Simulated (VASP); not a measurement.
A run of VASP 6.6.1 is set up as follows.

File INCAR:

```
SYSTEM = PbF2
PREC = Accurate
ENCUT = 520
EDIFF = 1E-6
ISMEAR = 0
SIGMA = 0.05
LREAL = .FALSE.
LASPH = .TRUE.
NELM = 80
ALGO = Normal
ISIF = 2
LWAVE = .FALSE.
LCHARG = .TRUE.
GGA = PS
LELF = .TRUE.
LVHAR = .TRUE.
NBANDS = 21
```

Contents of KPOINTS:

```
Automatic mesh
0
G
  8 8 8
  0 0 0
```

File POSCAR:

```
PbF2
1.0
    0.0000000000      2.7211557324      3.5375024521
    2.7211557324      0.0000000000      3.5375024521
    2.7211557324      2.7211557324      0.0000000000
Pb F
1 2
Direct
    0.0000000000      0.0000000000      0.0000000000
    0.2500000000      0.2500000000      0.2500000000
    0.7500000000      0.7500000000      0.7500000000
```

Potentials or basis: VASP PAW PBE potentials, release 64 (Pb_d, F).

Run with:

```console
$ cat potpaw_PBE.64/Pb_d/POTCAR potpaw_PBE.64/F/POTCAR > POTCAR
$ mpirun -np 1 vasp_std > vasp.out
```

Predict the band gap on the k mesh.

3.08 eV, indirect (least direct gap 4.02 eV).

Estimate the pressure.

-3.8 GPa.

Stress tensor (GPa, compression positive):
```
  2.28   0.00   0.00
  0.00   2.28   0.00
  0.00   0.00 -16.04
```

Caveat: the PAW data sets were made with another functional, which shifts forces and pressure a little; spin-orbit coupling is left out, which moves the levels of the heavy elements. A k mesh can miss the band edges.
